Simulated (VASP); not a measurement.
# BiTe (I4/mmm) in VASP: further runs

The runs below take BiTe through single point, with PBE.

All numbers are computed with VASP 6.6.1; they aren't measurements. Logs are shortened: lines on timing, memory, paths and dates and some standing lists are left out, and cuts for length are marked.

### 1 The cell of the first run

It takes space group I4/mmm (No. 139, tetragonal). The conventional cell has a = 5.161 Å, b = 5.161 Å, c = 5.160 Å, α = 90.00°, β = 90.00°, γ = 90.00°. Bi (site symmetry 4/mmm) has 2 Te at 2.58 Å within 3.4 Å. Within 3.4 Å of Te (site symmetry 4/mmm) lie 2 Bi at 2.58 Å.

### 2 Single point, PBE

INCAR

```
SYSTEM = BiTe
PREC = Accurate ; ENCUT = 520
EDIFF = 1E-6 ; ISMEAR = 0
SIGMA = 0.15 ; LREAL = .False.
LASPH = .True. ; NELM = 60
ALGO = Normal ; ISIF = 2
LWAVE = .False. ; LCHARG = .True.
GGA = PE ; LELF = .True.
LVHAR = .True. ; NBANDS = 18
```

KPOINTS

```
Automatic mesh
0
Gamma
  18 18 18
  0 0 0
```

POSCAR

```
BiTe
1.0
    0.0000000000      3.6495257743      2.5802147225
    3.6495257743      0.0000000000      2.5802147225
    3.6495257743      3.6495257743      0.0000000000
Bi Te
1 1
Direct
    0.0000000000      0.0000000000      0.0000000000
    0.5000000000      0.5000000000      0.5000000000
```

Potentials or basis: VASP PAW PBE potentials, release 64 (Bi_d, Te).

On the command line:

```bash
> cat potpaw_PBE.64/Bi_d/POTCAR potpaw_PBE.64/Te/POTCAR > POTCAR
> mpirun -np 1 vasp_std > vasp.out
```

OUTCAR:

```text
SYSTEM = BiTe
   PREC = Accurate
   ENCUT = 520
   EDIFF = 1E-6
   ISMEAR = 0
   LREAL = .False.
   LASPH = .True.
   NELM = 60
   ISIF = 2
   GGA = PE

 ion  position               nearest neighbor table
   1  0.000  0.000  0.000-   2 2.58   2 2.58   2 3.65   2 3.65   2 3.65   2 3.65
   2  0.500  0.500  0.500-   1 2.58   1 2.58   1 3.65   1 3.65   1 3.65   1 3.65

  LATTYP: Found a body centered tetragonal cell.
 ALAT       =     5.1612088462
 C/A-ratio  =     0.9998489886

  Lattice vectors:

 A1 = (   0.0000000000,  -3.6495257743,  -2.5802147225)
 A2 = (   0.0000000000,   3.6495257743,  -2.5802147225)
 A3 = (   3.6495257743,   0.0000000000,   2.5802147225)

Analysis of symmetry for initial positions (statically):
=====================================================================
 Subroutine PRICEL returns:
 Original cell was already a primitive cell.

 Routine SETGRP: Setting up the symmetry group for a
 body centered tetragonal supercell.

 Subroutine GETGRP returns: Found 16 space group operations
 (whereof 16 operations were pure point group operations)
 out of a pool of 16 trial point group operations.

The static configuration has the point symmetry D_4h.

Analysis of symmetry for dynamics (positions and initial velocities):
=====================================================================
 Subroutine PRICEL returns:
 Original cell was already a primitive cell.

 Routine SETGRP: Setting up the symmetry group for a
 body centered tetragonal supercell.

 Subroutine GETGRP returns: Found 16 space group operations
 (whereof 16 operations were pure point group operations)
 out of a pool of 16 trial point group operations.

The dynamic configuration has the point symmetry D_4h.

 Subroutine INISYM returns: Found 16 space group operations
 (whereof 16 operations are pure point group operations),
 and found     1 'primitive' translations

----------------------------------------------------------------------------------------

                                     Primitive cell

  volume of cell :      68.7320

  direct lattice vectors                    reciprocal lattice vectors
     0.000000000  3.649525774  2.580214723    -0.137004102  0.137004102  0.193782322
     3.649525774  0.000000000  2.580214723     0.137004102 -0.137004102  0.193782322
     3.649525774  3.649525774  0.000000000     0.137004102  0.137004102 -0.193782322

  length of vectors
     4.469512993  4.469512993  5.161208846     0.274028896  0.274028896  0.274028896

  position of ions in fractional coordinates (direct lattice)
     0.000000000  0.000000000  0.000000000
     0.500000000  0.500000000  0.500000000

  ion indices of the primitive-cell ions
   primitive index   ion index
                 1           1
                 2           2

----------------------------------------------------------------------------------------

 KPOINTS: Automatic mesh

Automatic generation of k-mesh.
 Grid dimensions read from file:
 generate k-points for:   18   18   18

 Generating k-lattice:

  Cartesian coordinates                     Fractional coordinates (reciprocal lattice)
    -0.007611339  0.007611339  0.010765685     0.055555556  0.000000000  0.000000000
     0.007611339 -0.007611339  0.010765685     0.000000000  0.055555556  0.000000000
     0.007611339  0.007611339 -0.010765685    -0.000000000 -0.000000000  0.055555556

  Length of vectors
     0.015223828  0.015223828  0.015223828

  Shift w.r.t. Gamma in fractional coordinates (k-lattice)
     0.000000000  0.000000000  0.000000000

 Subroutine IBZKPT returns following result:
 ===========================================

 Found    480 irreducible k-points:

 Following reciprocal coordinates:
            Coordinates               Weight
  0.000000  0.000000  0.000000      1.000000
  0.055556  0.000000  0.000000      8.000000
  0.111111  0.000000  0.000000      8.000000
  0.166667  0.000000  0.000000      8.000000
  0.222222  0.000000  0.000000      8.000000
  0.277778  0.000000  0.000000      8.000000
[... 16 lines left out ...]
 -0.277778  0.055556  0.000000      8.000000
 -0.222222  0.055556  0.000000      8.000000
 [... further k-points ...]
   k-points           NKPTS =    480   k-points in BZ     NKDIM =    480   number of bands    NBANDS=     18
   number of dos      NEDOS =    301   number of ions     NIONS =      2
   total plane-waves  NPLWV =  51840
   dimension x,y,z NGX =    36 NGY =   36 NGZ =   40
   dimension x,y,z NGXF=    72 NGYF=   72 NGZF=   80
   ions per type =               1   1
   NGX,Y,Z   is equivalent  to a cutoff of  13.39, 13.39, 12.88 a.u.
   NGXF,Y,Z  is equivalent  to a cutoff of  26.78, 26.78, 25.77 a.u.
 SYSTEM =  BiTe
   PREC   = accura    normal or accurate (medium, high low for compatibility)
   ISTART =      0    job   : 0-new  1-cont  2-samecut
   ICHARG =      2    charge: 1-file 2-atom 10-const
   ISPIN  =      1    spin polarized calculation?
   LNONCOLLINEAR =      F non collinear calculations
   LSORBIT =      F    spin-orbit coupling
   LASPH  =      T    aspherical Exc in radial PAW
   ENCUT  =  520.0 eV  38.22 Ry    6.18 a.u.   8.31  8.31  9.60*2*pi/ulx,y,z
   NELM   =     60;   NELMIN=  2; NELMDL= -5     # of ELM steps
   EDIFF  = 0.1E-05   stopping-criterion for ELM
   LREAL  =      F    real-space projection
   EDIFFG = 0.1E-04   stopping-criterion for IOM
   NSW    =      0    number of steps for IOM
   IBRION =     -1    ionic relax: 0-MD 1-quasi-New 2-CG
   NFREE  =      0    steps in history (QN), initial steepest desc. (CG)
   ISIF   =      2    stress and relaxation
   ISYM   =      2    0-nonsym 1-usesym 2-fastsym
   POTIM  = 0.5000    time-step for ionic-motion
   TEBEG  =    0.0;   TEEND  =   0.0 temperature during run
   PSTRESS=    0.0 pullay stress
   NELECT =      21.0000    total number of electrons
   NUPDOWN=      -1.0000    fix difference up-down
   EMIN   =  10.00;   EMAX   =-10.00  energy-range for DOS
   EFERMI =   0.00;   METHOD = LEGACY
   ISMEAR =     0;   SIGMA  =   0.15  broadening in eV -4-tet -1-fermi 0-gaus
   EFERMI_NEDOS =   21; number of points for ismear=-14 and -15
   IALGO  =     38    algorithm
   IMIX   =      4    mixing-type and parameters
     AMIX     =   0.40;   BMIX     =  1.00
     AMIX_MAG =   1.60;   BMIX_MAG =  1.00
  volume/ion in A,a.u.               =      34.37       231.91
  Fermi-wavevector in a.u.,A,eV,Ry     =   1.102626  2.083662 16.541757  1.215785
  Thomas-Fermi vector in A             =   2.239072
   LORBIT       =      0    0 simple, 1 ext, 2 COOP (PROOUT), +10 PAW based schemes
   GGA     = PE    functional components
   LHFCALC =     F    Hartree Fock is set to
   AEXX    =    0.0000 exact exchange contribution
   IVDW    =     0    specifies the selected vdW correction
   LEPSILON=     F    determine dielectric tensor
   LRPA    =     F    only Hartree local field effects (RPA)
 non-spin polarized calculation
 Gauss-broadening in eV      SIGMA  =   0.15
  energy-cutoff  :      520.00
  volume of cell :       68.73
 maximum number of plane-waves:      1886
 NGX is ok and might be reduce to    36

 number of electron      20.9999999 magnetization

 Free energy of the ion-electron system (eV)
  ---------------------------------------------------
  ext. energy  EPLUGINS =         0.00000000
  ---------------------------------------------------
  free energy    TOTEN  =        -5.00105544 eV

  energy without entropy =       -4.97835112  energy(sigma->0) =       -4.98970328

 E-fermi :   6.2992     XC(G=0):  -9.2067

 val. band max:        6.2983376218   @ k =   0.5000   0.2778   0.2222
 cond. band min:       6.2998920052   @ k =  -0.2778   0.0556   0.1667
 fundamental gap:      0.0015543834
 Fermi energy:         6.2991535430

 k-point     1 :       0.0000    0.0000    0.0000
  band No.  band energies     occupation
      1     -17.0798      2.00000
      2     -16.8510      2.00000
      3     -16.8510      2.00000
      4     -16.7412      2.00000
      5     -16.7348      2.00000
      6      -7.8982      2.00000
[... 10 lines left out ...]
     17      13.2803      0.00000
     18      13.7457      0.00000

 k-point     2 :       0.0556    0.0000    0.0000
  band No.  band energies     occupation
      1     -17.0800      2.00000
      2     -16.8511      2.00000
      3     -16.8510      2.00000
      4     -16.7410      2.00000
      5     -16.7349      2.00000
      6      -7.8715      2.00000
[... 10 lines left out ...]
     17      12.9636      0.00000
     18      14.2171      0.00000

 k-point     3 :       0.1111    0.0000    0.0000
  band No.  band energies     occupation
      1     -17.0804      2.00000
      2     -16.8511      2.00000
      3     -16.8510      2.00000
      4     -16.7405      2.00000
      5     -16.7350      2.00000
      6      -7.7913      2.00000
[... 10 lines left out ...]
     17      12.6451      0.00000
     18      14.7874      0.00000

 k-point     4 :       0.1667    0.0000    0.0000
  band No.  band energies     occupation
      1     -17.0811      2.00000
      2     -16.8511      2.00000
      3     -16.8510      2.00000
      4     -16.7398      2.00000
      5     -16.7353      2.00000
      6      -7.6579      2.00000
[... 375 lines left out ...]
      4     -16.7365      2.00000
      5     -16.7363      2.00000
      6      -7.0302      2.00000
[... 10 lines left out ...]
     17      13.8417      0.00000
     18      14.6213      0.00000

 k-point    23 :      -0.2778    0.0556    0.0000
  band No.  band energies     occupation
      1     -17.0840      2.00000
      2     -16.8499      2.00000
      3     -16.8498      2.00000
      4     -16.7376      2.00000
      5     -16.7360      2.00000
      6      -7.2950      2.00000
[... 10 lines left out ...]
     17      13.4284      0.00000
     18      13.7968      0.00000

 k-point    24 :      -0.2222    0.0556    0.0000
  band No.  band energies     occupation
      1     -17.0830      2.00000
      2     -16.8500      2.00000
      3     -16.8498      2.00000
      4     -16.7387      2.00000
      5     -16.7356      2.00000
      6      -7.5119      2.00000
[... 10 lines left out ...]
     17      13.2558      0.00000
     18      14.0623      0.00000

 [... further k-points ...]
[... 5 lines left out ...]
  --------------------------------------------------------------------------------------
  -------------------------------------------------------------------------------------
  Total       -0.3896443     -0.3896443     20.5459514      0.0000000     -0.0000000      0.0000000
  in kB       -9.0828090     -9.0828090    478.9367066      0.0000000     -0.0000000      0.0000000
  external PRESSURE =     153.5903628 kB  Pullay stress =       0.0000000 kB

 VOLUME and BASIS-vectors are now :
 -----------------------------------------------------------------------------
  energy-cutoff  :      520.00
  volume of cell :       68.73
      direct lattice vectors                 reciprocal lattice vectors
     0.000000000  3.649525774  2.580214723    -0.137004102  0.137004102  0.193782322
     3.649525774  0.000000000  2.580214723     0.137004102 -0.137004102  0.193782322
     3.649525774  3.649525774  0.000000000     0.137004102  0.137004102 -0.193782322

 POSITION                                       TOTAL-FORCE (eV/Angst)
 -----------------------------------------------------------------------------------
      0.00000      0.00000      0.00000         0.000000      0.000000      0.000000
      3.64953      3.64953      2.58021         0.000000      0.000000     -0.000000
 -----------------------------------------------------------------------------------
    total drift:                                0.000000      0.000000      0.000000

  FREE ENERGIE OF THE ION-ELECTRON SYSTEM (eV)
  ---------------------------------------------------
  free  energy   TOTEN  =        -5.0010554405 eV

  energy  without entropy=       -4.9783511244  energy(sigma->0) =       -4.98970328
```

Run time: 9.7 min. Hardware: 1 thread of Intel Xeon 8259CL, shared host; peak memory 0.69 GiB.

What came out:

```
Free energy            : -5.0011 eV
Pressure               : 15.4 GPa
Band gap on the k mesh : zero (an odd number of electrons rules out a gap without spin polarisation)
```

Levels at points of the mesh, in eV from the Fermi level:
```csv
k point,band 7,band 8,band 9,band 10,band 11,band 12,band 13,band 14
"(0.00, 0.00, 0.00)",-7.02,-5.52,-1.57,-1.57,0.44,0.44,3.50,4.77
"(0.50, 0.00, 0.00)",-11.90,-2.39,-2.22,-1.40,-1.06,1.10,2.07,6.73
"(0.50, 0.50, 0.00)",-8.75,-6.66,-4.58,-4.58,2.03,3.47,3.47,7.33
"(0.50, 0.00, 0.50)",-7.89,-6.06,-5.50,-1.63,0.33,3.35,4.07,5.71
```

Caveat: the stress differs along the axes, from -1 to 48 GPa; spin-orbit coupling is left out, which moves the levels of the heavy elements.

### 3 Single point, PBE

This run uses another cell than the first one, of the same volume but with other edges.

INCAR

```
SYSTEM = BiTe
  ALGO = Normal
  EDIFF = 1E-7
  ENCUT = 520
  GGA = PE
  ISIF = 2
  ISMEAR = 0
  LASPH = .TRUE.
  LCHARG = .FALSE.
  LREAL = .FALSE.
  LWAVE = .FALSE.
  NBANDS = 18
  NELM = 100
  PREC = Accurate
  SIGMA = 0.15
```

KPOINTS

```
k-points
0
G
  18 18 18
  0 0 0
```

POSCAR

```
BiTe
1.0
    0.0000000000      2.8966305267      4.0958355647
    2.8966305267      0.0000000000      4.0958355647
    2.8966305267      2.8966305267      0.0000000000
Bi Te
1 1
Direct
    0.0000000000      0.0000000000      0.0000000000
    0.5000000000      0.5000000000      0.5000000000
```

Potentials or basis: VASP PAW PBE potentials, release 64 (Bi_d, Te).

On the command line:

```bash
> cat potpaw_PBE.64/Bi_d/POTCAR potpaw_PBE.64/Te/POTCAR > POTCAR
> mpirun -np 1 vasp_std > vasp.out
```

It took 9.3 min on 1 thread of Intel Xeon 8259CL, shared host; peak memory 0.68 GiB.

The run converged. Its results:

* Free energy: -6.3093 eV
* Pressure: 9.9 GPa
* Band gap on the k mesh: zero (an odd number of electrons rules out a gap without spin polarisation)

Stress tensor (GPa, compression positive):
```
15.54  0.00  0.00
 0.00 15.54  0.00
 0.00  0.00 -1.36
```

Levels at points of the mesh, in eV from the Fermi level:
```tsv
k point	band 6	band 7	band 8	band 9	band 10	band 11	band 12	band 13	band 14	band 15
(0.00, 0.00, 0.00)	-14.24	-7.33	-3.76	-3.76	-2.50	1.01	2.80	3.43	4.70	4.70
(0.50, 0.00, 0.00)	-12.08	-11.78	-2.31	-1.61	-1.26	-0.58	-0.25	0.19	6.92	7.52
(0.50, 0.50, 0.00)	-13.92	-7.66	-5.06	-4.03	-4.03	2.73	3.07	4.96	4.96	9.39
(0.50, 0.00, 0.50)	-11.12	-10.69	-6.48	-6.15	-2.29	0.62	2.65	6.65	6.69	6.73
```

Caveat: the stress differs along the axes, from -1 to 16 GPa; spin-orbit coupling is left out, which moves the levels of the heavy elements.

### 4 Single point, PBE

This run uses another cell than the first one, of the same volume but with other edges.

INCAR

```
  PREC = Accurate
  ENCUT = 520
  EDIFF = 1E-6
  ISMEAR = 0
  SIGMA = 0.15
  LREAL = F
  LASPH = T
  NELM = 60
  ALGO = Normal
  ISIF = 2
  LWAVE = F
  LCHARG = F
  GGA = PE
  NBANDS = 18
```

KPOINTS

```
regular mesh
0
Gamma
  18 18 18
```

POSCAR

```
BiTe
1.0
    0.0000000000      3.4321790115      2.9173521597
    3.4321790115      0.0000000000      2.9173521597
    3.4321790115      3.4321790115      0.0000000000
Bi Te
1 1
Direct
    0.0000000000      0.0000000000      0.0000000000
    0.5000000000      0.5000000000      0.5000000000
```

On the command line:

```bash
> cat potpaw_PBE.64/Bi_d/POTCAR potpaw_PBE.64/Te/POTCAR > POTCAR
> mpirun -np 1 vasp_std > vasp.out
```

Run time: 7.7 min. Hardware: 1 thread of Intel Xeon 8259CL, shared host; peak memory 0.67 GiB.

Results (log left out):

```
Free energy            : -6.8261 eV
Pressure               : 2.8 GPa
Band gap on the k mesh : zero (an odd number of electrons rules out a gap without spin polarisation)
```

Stress tensor (GPa, compression positive):
```
-3.09  0.00  0.00
 0.00 -3.09  0.00
 0.00  0.00 14.51
```

Levels at points of the mesh, in eV from the Fermi level:
```csv
k point,band 8,band 9,band 10,band 11,band 12,band 13
"(0.00, 0.00, 0.00)",-3.97,-1.76,-1.76,0.93,0.93,4.48
"(0.50, 0.00, 0.00)",-2.10,-2.02,-1.11,-0.89,-0.82,0.18
"(0.50, 0.50, 0.00)",-6.02,-4.17,-4.17,2.13,3.30,3.30
"(0.50, 0.00, 0.50)",-5.44,-4.94,-2.78,1.83,2.58,4.25
```

Caveat: the stress differs along the axes, from -3 to 15 GPa; spin-orbit coupling is left out, which moves the levels of the heavy elements.

### 5 Overview

| cell | gap on the mesh (eV) | pressure (GPa) |
| --- | --- | --- |
| a = 4.470, b = 4.470, c = 5.161 Å, angles 54.7, 54.7, 70.5°, 2 atoms | none | 15.4 |
| a = 5.017, b = 5.017, c = 4.096 Å, angles 65.9, 65.9, 48.2°, 2 atoms | none | 9.9 |
| a = 4.505, b = 4.505, c = 4.854 Å, angles 57.4, 57.4, 65.2°, 2 atoms | none | 2.8 |

Alike in all rows: task single point; level PBE; potentials or basis VASP PAW PBE potentials, release 64 (Bi_d, Te); no spin polarisation; k mesh 18 × 18 × 18; cutoff (eV) 520; smearing gaussian 0.15 eV.

Caveats: spin-orbit coupling is left out, which moves the levels of the heavy elements; the stress differs along the axes, from -1 to 48 GPa (at least some runs); the stress differs along the axes, from -1 to 16 GPa (at least some runs); the stress differs along the axes, from -3 to 15 GPa (at least some runs).

Total energies depend on the potentials used, so only differences within one code and one set of settings carry meaning.
